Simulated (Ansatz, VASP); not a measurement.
**One calculation of CsPbCl3, two programs**

File INCAR:

```
SYSTEM = CsPbCl3
PREC = Accurate
ENCUT = 520
EDIFF = 1E-6
ISMEAR = 0
SIGMA = 0.05
LREAL = .False.
LASPH = .True.
NELM = 100
ALGO = Normal
ISIF = 2
LWAVE = .False.
LCHARG = .False.
GGA = PS
NBANDS = 30
```

Contents of KPOINTS:

```
regular mesh
0
Gamma
  6 6 6
  0 0 0
```

The input POSCAR:

```
CsPbCl3
1.0
    4.4201911669      2.0358640199      3.2437951379
   -4.4201911669      2.0358640199      3.2437951379
    0.0000000000     -4.0717280397      3.2437951379
Cs Pb Cl
1 1 3
Direct
    0.5000000000      0.5000000000      0.5000000000
    0.0000000000      0.0000000000      0.0000000000
    0.5000000000      0.0001652038      0.9998347962
    0.0001652038      0.9998347962      0.5000000000
    0.9998347962      0.5000000000      0.0001652038
```

Input for Ansatz:

```yaml
crystal:
  lattice:
    - [4.4201911669, 2.0358640199, 3.2437951379]
    - [-4.4201911669, 2.0358640199, 3.2437951379]
    - [0.0, -4.0717280397, 3.2437951379]
  atoms:
    - { symbol: Cs, position: [0.5, 0.5, 0.5] }
    - { symbol: Pb, position: [0.0, 0.0, 0.0] }
    - { symbol: Cl, position: [0.5, 0.0001652038, 0.9998347962] }
    - { symbol: Cl, position: [0.0001652038, 0.9998347962, 0.5] }
    - { symbol: Cl, position: [0.9998347962, 0.5, 0.0001652038] }
basis:
  ecutwfc: 420
kpoints:
  mp_grid: { grid: [6, 6, 6] }
hamiltonian:
  xc: pbesol
scf:
  occupations: { method: gaussian, width: 0.05 }
output:
  forces: true
  stress: true
  eigenvalues: true
```

Change from the starting cell: strain +0.1125 x Voigt [1, -1, 0, 0, 0, 0], atoms carried along.

Alike in both runs: task single point; functional PBEsol; k mesh 6 × 6 × 6; occupations gaussian, width 0.05 eV; no spin polarisation.

|  | VASP | Ansatz |
| --- | --- | --- |
| version | VASP 6.6.1 | Ansatz 0.2.0 |
| potentials or method | VASP PAW PBE potentials, release 64 (Cs_sv, Pb_d, Cl), cutoff 520 eV | scalar-relativistic, plane waves, PAW |
| valence electrons in the cell | 44 | 44 |

```csv
,VASP,Ansatz,Ansatz less VASP
gap on the k mesh at the Fermi level (eV),1.01,1.01,-0.002
least direct gap on the mesh (eV),1.01,1.01,-0.002
pressure (GPa),0.9,1.0,+0.03
"traceless stress, the component that is largest in VASP (GPa)",-3.43,-3.43,+0.003
```

VASP's potentials were made for PBE, not for PBEsol.

Neither program's run includes spin-orbit coupling.
